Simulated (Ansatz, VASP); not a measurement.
# One calculation of AlGa5As6, two programs

```
Al Ga As
1.0
     4.07624    0.00000    0.00000
     0.00000    4.07624    0.00000
     0.00000    0.00000   17.02667
Al Ga As
1 5 6
Cartesian
  0.0000 0.0000 8.5133
  0.0000 0.0000 14.1862
  2.0381 2.0381 0.0000
  0.0000 0.0000 2.8404
  2.0381 2.0381 5.6810
  2.0381 2.0381 11.3456
  2.0381 0.0000 15.6061
  0.0000 2.0381 1.4206
  2.0381 0.0000 4.2602
  0.0000 2.0381 7.1088
  2.0381 0.0000 9.9178
  0.0000 2.0381 12.7665
```

Alike in both runs: functional PBE; k mesh 4 × 4 × 1; occupations gaussian, width 0.1 eV; no spin polarisation.

Ansatz relaxed the structure, and its values are those at the end. VASP's run is a single point on that final structure, the one shown.

|  | VASP | Ansatz |
| --- | --- | --- |
| version | VASP 6.6.1 | Ansatz 0.2.0 |
| potentials or method | VASP PAW PBE potentials, release 64 (Al, Ga_d, As), cutoff 500 eV | scalar-relativistic, plane waves, PAW |
| valence electrons in the cell | 98 | 158 |

|  | VASP | Ansatz | Ansatz less VASP |
| --- | --- | --- | --- |
| gap on the k mesh at the Fermi level (eV) | 0.39 | 0.39 | -0.003 |
| least direct gap on the mesh (eV) | 0.39 | 0.39 | -0.003 |
| pressure (GPa) | 0.4 | 0.3 | -0.17 |

VASP's potentials hold 98 valence electrons a cell and Ansatz's 158, so a difference there can come from the potentials and not from the codes.
